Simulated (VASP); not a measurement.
Here is a VASP 6.6.1 calculation.

The input POSCAR:

```
B
1.0
    2.3694810352      0.0000000000      0.0000000000
    0.0000000000      2.3694810352      0.0000000000
    0.0000000000      0.0000000000      1.5786529715
B
1
Direct
    0.5000000000      0.5000000000      0.5000000000
```

Contents of INCAR.step1:

```
SYSTEM = B
  ALGO = Normal
  EDIFF = 1E-5
  ENCUT = 520
  GGA = PE
  ISIF = 2
  ISMEAR = -1
  LASPH = .True.
  LCHARG = .False.
  LREAL = .False.
  LWAVE = .True.
  NBANDS = 8
  NELM = 60
  PREC = Accurate
  SIGMA = 0.05
```

Contents of INCAR.step2:

```
SYSTEM = B
  ALGO = Normal
  EDIFF = 1E-7
  ENCUT = 520
  GGA = PE
  HFSCREEN = 0.2079
  ISIF = 2
  ISMEAR = -1
  ISTART = 1
  LASPH = .True.
  LCHARG = .False.
  LHFCALC = .True.
  LREAL = .False.
  LWAVE = .False.
  NBANDS = 8
  NELM = 60
  PREC = Accurate
  PRECFOCK = Normal
  SIGMA = 0.05
```

The input KPOINTS:

```
k-points
0
Gamma
  6 6 8
  0 0 0
```

Potentials or basis: VASP PAW PBE potentials, release 64 (B).

Run with:

```sh
$ cat potpaw_PBE.64/B/POTCAR > POTCAR
$ cp INCAR.step1 INCAR
$ mpirun -np 1 vasp_std > vasp.out
$ cp INCAR.step2 INCAR
$ mpirun -np 1 vasp_std > vasp.out
```

Question: What does it give for the band gap on the k mesh?

Answer: Zero (an odd number of electrons rules out a gap without spin polarisation).

Question: What does it give for the pressure?

Answer: -0.1 GPa.

Caveat: the k points lie up to 0.50 Å⁻¹ apart, too coarse for converged energies and pressures of a metal; the PAW data sets were made with another functional, which shifts forces and pressure a little.
